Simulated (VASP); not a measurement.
Wanted: the native input for a VASP 6.6.1 run.

```yaml
Task: single point
Functional: PBEsol
Potentials_or_basis: VASP PAW PBE potentials, release 64 (W_sv, C)
Cutoff: 520 eV
k_mesh: 21 × 21 × 18
Occupations: gaussian, width 0.15 eV
Spin: no spin polarisation
Dipole_correction: no
Further_INCAR_settings: ALGO = Normal; EDIFF = 1e-06; NBANDS = 16
```

The structure of WC lies in POSCAR:

```
WC
1.0
    3.0619642063      0.0000000000      0.0000000000
   -1.5309821031      2.6517387881      0.0000000000
    0.0000000000      0.0000000000      2.5385101132
W C
1 1
Direct
    0.0000000000      0.0000000000      0.0000000000
    0.6666666667      0.3333333333      0.5000000000
```

This cell differs from its parent crystal: ratio of the length along z to the lengths across it x 0.85, volume and fractional coordinates fixed.

These files were run (other wordings do the same):

INCAR

```
SYSTEM = WC
PREC = Accurate
ENCUT = 520
EDIFF = 1E-6
ISMEAR = 0
SIGMA = 0.15
LREAL = .False.
LASPH = .True.
NELM = 100
ALGO = Normal
ISIF = 2
LWAVE = .False.
LCHARG = .True.
GGA = PS
LELF = .True.
LVHAR = .True.
NBANDS = 16
```

KPOINTS

```
regular mesh
0
Gamma
  21 21 18
  0 0 0
```

Potentials or basis: VASP PAW PBE potentials, release 64 (W_sv, C).

Command:

```console
$ cat potpaw_PBE.64/W_sv/POTCAR potpaw_PBE.64/C/POTCAR > POTCAR
$ mpirun -np 1 vasp_std > vasp.out
```

Results of the run:

The pressure is 16.5 GPa and the band gap on the k mesh is zero (band 9 reaches 13.04 eV, above the bottom of band 10 at 10.43 eV).

Caveat: the PAW data sets were made with another functional, which shifts forces and pressure a little; spin-orbit coupling is left out, which moves the levels of the heavy elements.

Run time: 71 s on 1 thread of Intel(R) Xeon(R) Platinum 8259CL CPU @ 2.50GHz (Skylake/Cascade Lake), on a shared host, peak memory 0.26 GiB.
